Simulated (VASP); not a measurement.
Write the native input for VASP 6.6.1 that does the following.

```
Task                   : relaxation of cell and atoms
Functional             : r2SCAN
Potentials or basis    : VASP PAW PBE potentials, release 64 (Ta_pv, H)
Cutoff                 : 600 eV
k mesh                 : 8 × 8 × 5
Occupations            : gaussian, width 0.05 eV
Spin                   : no spin polarisation
Dipole correction      : no
Further INCAR settings : ALGO = Normal; EDIFF = 1e-06; IBRION = 2; EDIFFG = -0.02; NSW = 60; ISIF = 3
```

The system is Ta2H.

```
Ta H
1.0
     1.72050   -2.37147    0.00000
     1.72050    2.37147    0.00000
     0.00000    0.00000    4.75857
Ta H
2 1
Direct
  0.00000 0.50000 0.26457
  0.50000 0.00000 0.73543
  0.00000 0.00000 0.00000
```

One way to write it, as run:

POSCAR

```
Ta2H
1.0
    1.7204951100     -2.3714690300      0.0000000000
    1.7204951100      2.3714690300      0.0000000000
    0.0000000000      0.0000000000      4.7585693900
Ta H
2 1
Direct
   -0.0000000025      0.4999999996      0.2645697702
    0.4999999996     -0.0000000025      0.7354302298
    0.0000000000      0.0000000000      0.0000000000
```

INCAR.step1

```
SYSTEM = Ta2H
  PREC = Accurate
  ENCUT = 600
  ISMEAR = 0
  SIGMA = 0.05
  LREAL = .FALSE.
  LASPH = .TRUE.
  NELM = 60
  GGA = PE
  ALGO = Normal
  EDIFF = 1E-4
  LWAVE = .TRUE.
  LCHARG = .FALSE.
```

INCAR.step2

```
SYSTEM = Ta2H
  PREC = Accurate
  ENCUT = 600
  EDIFF = 1E-6
  ISMEAR = 0
  SIGMA = 0.05
  LREAL = .FALSE.
  LASPH = .TRUE.
  NELM = 60
  ALGO = Normal
  ISIF = 3
  LWAVE = .FALSE.
  LCHARG = .FALSE.
  METAGGA = R2SCAN
  LMIXTAU = .TRUE.
  IBRION = 2
  NSW = 60
  EDIFFG = -0.02
  ISTART = 1
```

KPOINTS

```
Automatic mesh
0
G
  8 8 5
  0 0 0
```

Potentials or basis: VASP PAW PBE potentials, release 64 (Ta_pv, H).

Launch:

```console
$ cat potpaw_PBE.64/Ta_pv/POTCAR potpaw_PBE.64/H/POTCAR > POTCAR
$ cp INCAR.step1 INCAR
$ mpirun -np 1 vasp_std > vasp.out
$ cp INCAR.step2 INCAR
$ mpirun -np 1 vasp_std > vasp.out
```

Results of the run:

* Relaxed volume: 12.94 Å³/atom
* Relaxed cell: a = 2.925 Å, b = 2.925 Å, c = 4.785 Å, α = 90.00°, β = 90.00°, γ = 108.53°
* Space group after relaxing (to 0.1 Å): C222 (No. 21)
* Energy gained by relaxing: 0.7 meV/atom
* Ionic steps: 6
* Pressure after relaxing: -0.1 GPa
* Largest force after relaxing: 0.007 eV/Å
* Band gap on the k mesh: zero (an odd number of electrons rules out a gap without spin polarisation)

Caveat: the PAW data sets were made with another functional, which shifts forces and pressure a little; spin-orbit coupling is left out, which moves the levels of the heavy elements.

Run time: 8.8 min on 1 thread of Oxide Virtual Turin-like Processor (shared host), peak memory 0.17 GiB.
